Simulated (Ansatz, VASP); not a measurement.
## InAs in VASP and in Ansatz

INCAR

```
SYSTEM = InAs
PREC     = Accurate       ! precision mode
ENCUT    = 520            ! plane-wave cutoff, eV
EDIFF    = 1E-7           ! SCF threshold, eV
ISMEAR   = 0              ! smearing method
SIGMA    = 0.1            ! smearing width, eV
LREAL    = .False.        ! projectors in reciprocal space
LASPH    = .True.         ! aspherical terms in the spheres
NELM     = 100            ! most SCF steps
ALGO     = Normal         ! electronic algorithm
ISIF     = 2              ! what is computed and relaxed
LWAVE    = .False.        ! write WAVECAR
LCHARG   = .False.        ! write CHGCAR
GGA      = PS             ! functional
NBANDS   = 16             ! bands
```

KPOINTS

```
regular mesh
0
Gamma
  6 6 6
  0 0 0
```

The input POSCAR:

```
InAs
1.0
    0.0000000000      3.0290000000      3.0290000000
    3.0290000000      0.0000000000      3.0290000000
    3.0290000000      3.0290000000      0.0000000000
In As
1 1
Direct
    0.0000000000      0.0000000000      0.0000000000
    0.2500000000      0.2500000000      0.2500000000
```

Input for Ansatz:

```yaml
crystal:
  lattice:
    - [0.0, 3.029, 3.029]
    - [3.029, 0.0, 3.029]
    - [3.029, 3.029, 0.0]
  atoms:
    - { symbol: In, position: [0.0, 0.0, 0.0] }
    - { symbol: As, position: [0.25, 0.25, 0.25] }
basis:
  ecutwfc: 420
kpoints:
  mp_grid: { grid: [6, 6, 6] }
hamiltonian:
  xc: pbesol
  pseudopotentials: { kind: paw, azcp: { folder: soft_1 } }
scf:
  occupations: { method: gaussian, width: 0.1 }
output:
  forces: true
  stress: true
  eigenvalues: true
```

Alike in both runs: task single point; functional PBEsol; k mesh 6 × 6 × 6; occupations gaussian, width 0.1 eV; no spin polarisation.

|  | VASP | Ansatz |
| --- | --- | --- |
| version | VASP 6.6.1 | Ansatz 0.2.0 |
| potentials or method | VASP PAW PBE potentials, release 64 (In_d, As), cutoff 520 eV | scalar-relativistic, plane waves, PAW |
| valence electrons in the cell | 18 | 28 |

Ansatz gave:

```
gap on the k mesh at the Fermi level (eV) : none
pressure (GPa)                            : 0.9
```

What did VASP give for the same quantities?

gap on the k mesh at the Fermi level (eV): none; pressure (GPa): 1.0.

VASP's potentials were made for PBE, not for PBEsol, and Ansatz warns of the same on its side. A gap of «none» marks a metal or a gap that the smearing closes. The functional is the same, so the differences come from potentials, cutoffs and numerics. VASP's potentials hold 18 valence electrons a cell and Ansatz's 28, so a difference there can come from the potentials and not from the codes.
